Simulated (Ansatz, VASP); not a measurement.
# Two plane-wave programs on BeS

```
CELL_PARAMETERS angstrom
0.00000 2.43500 2.43500
2.43500 0.00000 2.43500
2.43500 2.43500 0.00000
ATOMIC_POSITIONS crystal
Be 0.00000 0.00000 0.00000
S 0.25000 0.25000 0.25000
```

Alike in both runs: task single point; functional PBE; k mesh 6 × 6 × 6; occupations gaussian, width 0.1 eV; no spin polarisation.

```csv
,VASP,Ansatz
version,VASP 6.6.1,Ansatz 0.2.0
potentials or method,"VASP PAW PBE potentials, release 64 (Be, S), cutoff 600 eV","scalar-relativistic, plane waves, PAW"
valence electrons in the cell,8,8
```

```csv
,VASP,Ansatz,Ansatz less VASP
gap on the k mesh at the Fermi level (eV),3.14,3.14,0.000
least direct gap on the mesh (eV),5.67,5.66,-0.015
pressure (GPa),0.4,0.4,-0.06
```
